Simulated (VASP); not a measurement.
A run of VASP 6.6.1 is set up as follows.

Contents of INCAR:

```
PREC = Accurate
ENCUT = 520
EDIFF = 1E-6
ISMEAR = 0
SIGMA = 0.1
LREAL = F
LASPH = T
NELM = 80
ALGO = Normal
ISIF = 2
LWAVE = F
LCHARG = T
GGA = PE
LELF = T
LVHAR = T
NBANDS = 41
```

The input KPOINTS:

```
regular mesh
0
Gamma
  8 8 4
```

File POSCAR:

```
Ga4SeS
1.0
    5.4261689584      0.0000000000      0.0000000000
    0.0000000000      5.4261689584      0.0000000000
    0.0000000000      0.0000000000     15.1924634712
Ga Se S
4 1 1
Direct
    0.5000000000      0.5000000000      0.8506766769
    0.5000000000      0.5000000000      0.1493233231
    0.5000000000      0.0000000000      0.5000000000
    0.0000000000      0.5000000000      0.5000000000
    0.5000000000      0.5000000000      0.5000000000
    0.5000000000      0.5000000000      0.0000000000
```

Potentials or basis: VASP PAW PBE potentials, release 64 (Ga_d, Se, S).

Command:

```bash
$ cat potpaw_PBE.64/Ga_d/POTCAR potpaw_PBE.64/Se/POTCAR potpaw_PBE.64/S/POTCAR > POTCAR
$ mpirun -np 1 vasp_std > vasp.out
```

Question: What does it give for the pressure?

Answer: 0.0 GPa.

Question: Predict the largest force.

Answer: 0.024 eV/Å.

Question: What does it give for the band gap on the k mesh?

Answer: Zero (bands 32 and 33 overlap by 0.84 eV).

Forces on the atoms (eV/Å):
```
Ga   0.000  0.000 -0.024
Ga   0.000  0.000  0.024
Ga   0.000  0.000  0.000
Ga   0.000  0.000  0.000
Se   0.000  0.000  0.000
S    0.000  0.000  0.000
```
